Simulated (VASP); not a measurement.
Write the native input for VASP 6.6.1 that does the following.

* Task: single point
* Functional: PBEsol
* Potentials or basis: VASP PAW PBE potentials, release 64 (Al, Ru_pv)
* Cutoff: 520 eV
* k mesh: 20 × 20 × 20
* Occupations: gaussian, width 0.15 eV
* Spin: no spin polarisation
* Dipole correction: no
* Further INCAR settings: ALGO = Fast; EDIFF = 1e-07; NBANDS = 16

The structure of AlRu lies in POSCAR:

```
AlRu
1.0
    2.9764078218      0.0000000000      0.0000000000
    0.0000000000      2.9764078218      0.0000000000
    0.0000000000      0.0000000000      2.9764078218
Al Ru
1 1
Direct
   -0.0534533691     -0.0534533691     -0.0755944795
    0.5000000000      0.5000000000      0.5000000000
```

This cell differs from its parent crystal: atom 1 (Al) moved by (-0.225, -0.225) A along [1 1 0] and z.

These files were run (other wordings do the same):

INCAR

```
SYSTEM = AlRu
ALGO = Fast
EDIFF = 1E-7
ENCUT = 520
GGA = PS
ISIF = 2
ISMEAR = 0
LASPH = .TRUE.
LCHARG = .FALSE.
LREAL = .FALSE.
LWAVE = .FALSE.
NBANDS = 16
NELM = 60
PREC = Accurate
SIGMA = 0.15
```

KPOINTS

```
k-points
0
G
  20 20 20
  0 0 0
```

Potentials or basis: VASP PAW PBE potentials, release 64 (Al, Ru_pv).

The run is started by

```console
$ cat potpaw_PBE.64/Al/POTCAR potpaw_PBE.64/Ru_pv/POTCAR > POTCAR
$ mpirun -np 1 vasp_std > vasp.out
```

Results of the run:

| Quantity | Value |
| --- | --- |
| Pressure | 8.5 GPa |
| Largest force | 3.103 eV/Å |
| Band gap on the k mesh | zero (an odd number of electrons rules out a gap without spin polarisation) |

Caveat: the cell differs from its parent crystal (atom 1 (Al) moved by (-0.225, -0.225) A along [1 1 0] and z); the cell stands under pressure; the PAW data sets were made with another functional, which shifts forces and pressure a little.

Run time: 21 min on 1 thread of Oxide Virtual Turin-like Processor, on a shared host, peak memory 0.86 GiB.
